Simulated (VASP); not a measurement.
# CdH2 (P4/mmm) in VASP: notebook, part 2 of 2

VASP 6.6.1.

**4. Relaxation of cell and atoms, PBE**

This run uses another cell than the first one, of 15.58 Å³/atom.

File INCAR:

```
SYSTEM = CdH2
PREC     = Accurate       ! precision mode
ENCUT    = 600            ! plane-wave cutoff, eV
EDIFF    = 1E-6           ! SCF threshold, eV
ISMEAR   = 0              ! smearing method
SIGMA    = 0.1            ! smearing width, eV
LREAL    = .FALSE.        ! projectors in reciprocal space
LASPH    = .TRUE.         ! aspherical terms in the spheres
NELM     = 80             ! most SCF steps
ALGO     = Fast           ! electronic algorithm
ISIF     = 3              ! what is computed and relaxed
LWAVE    = .FALSE.        ! write WAVECAR
LCHARG   = .FALSE.        ! write CHGCAR
GGA      = PE             ! functional
IBRION   = 2              ! ionic algorithm
NSW      = 100            ! ionic steps
EDIFFG   = -0.01          ! ionic threshold
```

File KPOINTS:

```
regular mesh
0
G
  12 12 14
  0 0 0
```

File POSCAR:

```
CdH2
1.0
    3.7784179622      0.0000000000      0.0000000000
    0.0000000000      3.7784179622      0.0000000000
    0.0000000000      0.0000000000      3.2742744787
Cd H
1 2
Direct
    0.0000000000      0.0000000000      0.5000000000
    0.0000000000      0.5000000000      0.5000000000
    0.5000000000      0.0000000000      0.5000000000
```

Potentials or basis: VASP PAW PBE potentials, release 64 (Cd, H).

Launch:

```bash
$ cat potpaw_PBE.64/Cd/POTCAR potpaw_PBE.64/H/POTCAR > POTCAR
$ mpirun -np 1 vasp_std > vasp.out
```

OUTCAR:

```text
SYSTEM = CdH2
   PREC = Accurate
   ENCUT = 600
   EDIFF = 1E-6
   ISMEAR = 0
   LREAL = .FALSE.
   LASPH = .TRUE.
   NELM = 80
   ISIF = 3
   GGA = PE
   IBRION = 2
   NSW = 100
   EDIFFG = -0.01

 ion  position               nearest neighbor table
   1  0.000  0.000  0.500-   2 1.89   3 1.89   2 1.89   3 1.89
   2  0.000  0.500  0.500-   1 1.89   1 1.89
   3  0.500  0.000  0.500-   1 1.89   1 1.89

  LATTYP: Found a simple tetragonal cell.
 ALAT       =     3.7784179622
 C/A-ratio  =     0.8665728650

  Lattice vectors:

 A1 = (   3.7784179622,   0.0000000000,   0.0000000000)
 A2 = (   0.0000000000,   3.7784179622,   0.0000000000)
 A3 = (   0.0000000000,   0.0000000000,   3.2742744787)

Analysis of symmetry for initial positions (statically):
=====================================================================
 Subroutine PRICEL returns:
 Original cell was already a primitive cell.

 Routine SETGRP: Setting up the symmetry group for a
 simple tetragonal supercell.

 Subroutine GETGRP returns: Found 16 space group operations
 (whereof 16 operations were pure point group operations)
 out of a pool of 16 trial point group operations.

The static configuration has the point symmetry D_4h.

Analysis of symmetry for dynamics (positions and initial velocities):
=====================================================================
 Subroutine PRICEL returns:
 Original cell was already a primitive cell.

 Routine SETGRP: Setting up the symmetry group for a
 simple tetragonal supercell.

 Subroutine GETGRP returns: Found 16 space group operations
 (whereof 16 operations were pure point group operations)
 out of a pool of 16 trial point group operations.

The dynamic configuration has the point symmetry D_4h.

 Subroutine INISYM returns: Found 16 space group operations
[... 128 lines left out ...]
   LEPSILON=     F    determine dielectric tensor
   LRPA    =     F    only Hartree local field effects (RPA)
 conjugate gradient relaxation of ions
 non-spin polarized calculation
 RMM-DIIS sequential band-by-band and
 Gauss-broadening in eV      SIGMA  =   0.10
  energy-cutoff  :      600.00
  volume of cell :       46.74
 maximum number of plane-waves:      1590
   NGX = 15   NGY = 15   NGZ = 13

--------------------------------------- Ionic step        1  -------------------------------------------

 number of electron      14.0000003 magnetization

 Free energy of the ion-electron system (eV)
  ---------------------------------------------------
  ext. energy  EPLUGINS =         0.00000000
  ---------------------------------------------------
  free energy    TOTEN  =        -6.21104234 eV

  energy without entropy =       -6.20816694  energy(sigma->0) =       -6.20960464

------------------------ aborting loop because EDIFF is reached ----------------------------------------

  FORCE on cell =-STRESS in cart. coord.  units (eV):
  Direction    XX          YY          ZZ          XY          YZ          ZX
  --------------------------------------------------------------------------------------
  -------------------------------------------------------------------------------------
  Total       -0.0078710     -0.0078710      0.0542682      0.0000000     -0.0000000      0.0000000
  in kB       -0.2697783     -0.2697783      1.8600353      0.0000000     -0.0000000      0.0000000
  external PRESSURE =       0.4401596 kB  Pullay stress =       0.0000000 kB
[... 61 lines left out ...]
--------------------------------------- Ionic step        3  -------------------------------------------

 number of electron      14.0000003 magnetization

 Free energy of the ion-electron system (eV)
  ---------------------------------------------------
  ext. energy  EPLUGINS =         0.00000000
  ---------------------------------------------------
  free energy    TOTEN  =        -6.21118889 eV

  energy without entropy =       -6.20836940  energy(sigma->0) =       -6.20977914

 E-fermi :  -0.3353     XC(G=0):  -8.0205

 val. band max:       -0.3543987851   @ k =   0.1667   0.0833   0.4286
 cond. band min:      -0.3289791655   @ k =   0.2500   0.0833   0.5000
 fundamental gap:      0.0254196196
 Fermi energy:        -0.3352822147

 k-point     1 :       0.0000    0.0000    0.0000
  band No.  band energies     occupation
      1     -10.0795      2.00000
      2      -9.8765      2.00000
      3      -8.8856      2.00000
      4      -8.8856      2.00000
      5      -8.8521      2.00000
      6      -7.8896      2.00000
      7       0.8327      0.00000
      8       4.5740      0.00000
      9       4.5740      0.00000
     10       6.4479      0.00000
     11       7.7932      0.00000
[... 309 lines left out ...]
 k-point    24 :       0.4167    0.3333    0.0000
  band No.  band energies     occupation
      1      -9.4966      2.00000
      2      -9.2125      2.00000
      3      -9.0307      2.00000
      4      -8.9457      2.00000
      5      -8.9321      2.00000
      6      -5.4999      2.00000
      7      -3.9995      2.00000
      8      -0.7395      2.00000
      9       4.5342      0.00000
     10       9.9108      0.00000
     11      10.0391      0.00000

 [... further k-points ...]
[... 5 lines left out ...]
  --------------------------------------------------------------------------------------
  -------------------------------------------------------------------------------------
  Total       -0.0044004     -0.0044004      0.0188250      0.0000000     -0.0000000     -0.0000000
  in kB       -0.1504497     -0.1504497      0.6436300      0.0000000     -0.0000000     -0.0000000
  external PRESSURE =       0.1142435 kB  Pullay stress =       0.0000000 kB
[... 18 lines left out ...]
  FREE ENERGIE OF THE ION-ELECTRON SYSTEM (eV)
  ---------------------------------------------------
  free  energy   TOTEN  =        -6.2111888873 eV

  energy  without entropy=       -6.2083694012  energy(sigma->0) =       -6.20977914

 reached required accuracy - stopping structural energy minimisation
```

Wall time 89 s (1 thread of Oxide Virtual Turin-like, shared host); peak memory 0.26 GiB.

Results:

- Free energy: -6.2112 eV
- Relaxed volume: 15.62 Å³/atom
- Relaxed cell: a = 3.777 Å, b = 3.777 Å, c = 3.286 Å, α = 90.00°, β = 90.00°, γ = 90.00°
- Space group after relaxing (to 0.1 Å): P4/mmm (No. 123)
- Energy gained by relaxing: 0.0 meV/atom
- Ionic steps: 3
- Pressure after relaxing: 0.0 GPa
- Band gap on the k mesh: zero (bands 7 and 8 overlap by 3.47 eV)

Stress tensor (GPa, compression positive):
```
-0.02  0.00  0.00
 0.00 -0.02  0.00
 0.00  0.00  0.06
```

Step by step:
| step | energy change (eV) | largest force (eV/Å) | pressure (GPa) | volume (Å³) |
| --- | --- | --- | --- | --- |
| 1 | 0.0000 | 0.0000 | 0.04 | 46.74 |
| 2 | 0.0000 | 0.0000 | 0.02 | 46.77 |
| 3 | -0.0001 | 0.0000 | 0.01 | 46.86 |

Final structure:
```
Cd H
1.0
     3.77650    0.00000    0.00000
     0.00000    3.77650    0.00000
     0.00000    0.00000    3.28570
Cd H
1 2
Cartesian
  0.0000 0.0000 1.6429
  0.0000 1.8883 1.6429
  1.8883 0.0000 1.6429
```

**5. Overview**

| task | cell | k mesh | cutoff (eV) | gap on the mesh (eV) | pressure (GPa) | relaxed volume (Å³/atom) |
| --- | --- | --- | --- | --- | --- | --- |
| single point | a = 3.164, b = 3.164, c = 3.708 Å, 3 atoms, atomic positions A | 14 × 14 × 12 | 520 | none | 0.3 | - |
| relaxation of cell and atoms | relaxed from a = 3.153, b = 3.153, c = 3.713 Å, 3 atoms, atomic positions A | 14 × 14 × 12 | 600 | none | 0.0 | 12.42 |
| relaxation of cell and atoms | relaxed from a = 3.778, b = 3.778, c = 3.274 Å, 3 atoms, atomic positions B | 12 × 12 × 14 | 600 | none | 0.0 | 15.62 |

Alike in all rows: level PBE; potentials or basis VASP PAW PBE potentials, release 64 (Cd, H); no spin polarisation; smearing gaussian 0.1 eV.

Absolute energies hang on the potentials; compare differences alone.

The gap in the log of VASP goes by the Fermi energy; the results here count the filled bands.